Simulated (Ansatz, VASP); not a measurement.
## Nb: VASP beside Ansatz

The input POSCAR:

```
Nb
1.0
   -1.6639500000      1.6639500000      1.6639500000
    1.6639500000     -1.6639500000      1.6639500000
    1.6639500000      1.6639500000     -1.6639500000
Nb
1
Direct
    0.0000000000      0.0000000000      0.0000000000
```

Contents of INCAR.step1:

```
PREC     = Accurate       # precision mode
ENCUT    = 600            # plane-wave cutoff, eV
ISMEAR   = 0              # smearing method
SIGMA    = 0.1            # smearing width, eV
LREAL    = False          # projectors in reciprocal space
LASPH    = True           # aspherical terms in the spheres
NELM     = 80             # most SCF steps
GGA      = PE             # functional
ALGO     = Normal         # electronic algorithm
EDIFF    = 1E-4           # SCF threshold, eV
LWAVE    = True           # write WAVECAR
LCHARG   = False          # write CHGCAR
```

Contents of INCAR.step2:

```
PREC     = Accurate       # precision mode
ENCUT    = 600            # plane-wave cutoff, eV
EDIFF    = 1E-7           # SCF threshold, eV
ISMEAR   = 0              # smearing method
SIGMA    = 0.1            # smearing width, eV
LREAL    = False          # projectors in reciprocal space
LASPH    = True           # aspherical terms in the spheres
NELM     = 80             # most SCF steps
ALGO     = Normal         # electronic algorithm
ISIF     = 3              # what is computed and relaxed
LWAVE    = False          # write WAVECAR
LCHARG   = False          # write CHGCAR
METAGGA  = R2SCAN         # meta-GGA
LMIXTAU  = True         
IBRION   = 2              # ionic algorithm
NSW      = 100            # ionic steps
EDIFFG   = -0.005         # ionic threshold
ISTART   = 1
```

KPOINTS

```
Automatic mesh
0
Gamma
  18 18 18
```

Input for Ansatz:

```yaml
crystal:
  lattice:
    - [-1.66395, 1.66395, 1.66395]
    - [1.66395, -1.66395, 1.66395]
    - [1.66395, 1.66395, -1.66395]
  atoms:
    - { symbol: Nb, position: [0.0, 0.0, 0.0] }
basis:
  ecutwfc: 500
kpoints:
  mp_grid: { grid: [18, 18, 18] }
hamiltonian:
  xc: r2scan
scf:
  occupations: { method: gaussian, width: 0.1 }
output:
  forces: true
  stress: true
  eigenvalues: true
  write_density: true
  write_potential: true
  elf: true
  volumetric_format: npy
relax:
  adjacent_minimum: "off"
  f_tol: 0.005
  max_steps: 80
  cell: { stress_tol: 0.05 }
```

Alike in both runs: task relaxation of cell and atoms; functional r2SCAN; k mesh 18 × 18 × 18; occupations gaussian, width 0.1 eV; no spin polarisation.

|  | VASP | Ansatz |
| --- | --- | --- |
| version | VASP 6.6.1 | Ansatz 0.2.0 |
| potentials or method | VASP PAW PBE potentials, release 64 (Nb_sv), cutoff 600 eV | scalar-relativistic, plane waves, PAW |
| valence electrons in the cell | 13 | 13 |

|  | VASP | Ansatz | Ansatz less VASP |
| --- | --- | --- | --- |
| gap on the k mesh at the Fermi level, each at its own relaxed structure (eV) | none | none | - |
| relaxed volume (Å³/atom) | 18.03 | 18.04 | +0.011 |
| relaxed cell length with the largest relative difference (Å) | 2.861 | 2.862 | +0.0006 |

VASP's potentials were made for PBE, not for r2SCAN. A gap of «none» marks a metal or a gap that the smearing closes.
